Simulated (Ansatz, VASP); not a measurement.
Mo2Se2S in VASP and in Ansatz

```
CELL_PARAMETERS angstrom
4.35729 0.00000 0.00000
-2.17864 3.77352 0.00000
0.00000 0.00000 7.59991
ATOMIC_POSITIONS crystal
Mo 0.00000 0.00000 0.14240
Mo 0.00000 0.00000 0.85760
Se 0.00000 0.00000 0.50000
Se 0.33333 0.66667 0.00000
S 0.66667 0.33333 0.50000
```

Alike in both runs: functional PBE; k mesh 3 × 3 × 2; occupations gaussian, width 0.15 eV; collinear spin.

Ansatz relaxed the structure, and its values are those at the end. VASP's run is a single point on that final structure, the one shown.

|  | VASP | Ansatz |
| --- | --- | --- |
| version | VASP 6.6.1 | Ansatz 0.2.0 |
| potentials or method | VASP PAW PBE potentials, release 64 (Mo_sv, Se, S), cutoff 500 eV | scalar-relativistic, plane waves, PAW |
| valence electrons in the cell | 46 | 66 |

|  | VASP | Ansatz | Ansatz less VASP |
| --- | --- | --- | --- |
| gap on the k mesh at the Fermi level (eV) | none | none | - |
| pressure (GPa) | 0.3 | 0.0 | -0.31 |
| rms of the force components (eV/Å) | 0.114 | 0.014 | -0.0998 |
| net moment per atom (μB) | 0.48 | 0.48 | +0.002 |
| size of the moment on the site where the two differ most (μB) | 0.97 | 0.65 | -0.320 |

Site moments also hang on the region over which each program counts them. A gap of «none» marks a metal or a gap that the smearing closes. VASP's potentials hold 46 valence electrons a cell and Ansatz's 66, so a difference there can come from the potentials and not from the codes.

The k mesh is coarse, so the values compare programs but aren't converged.
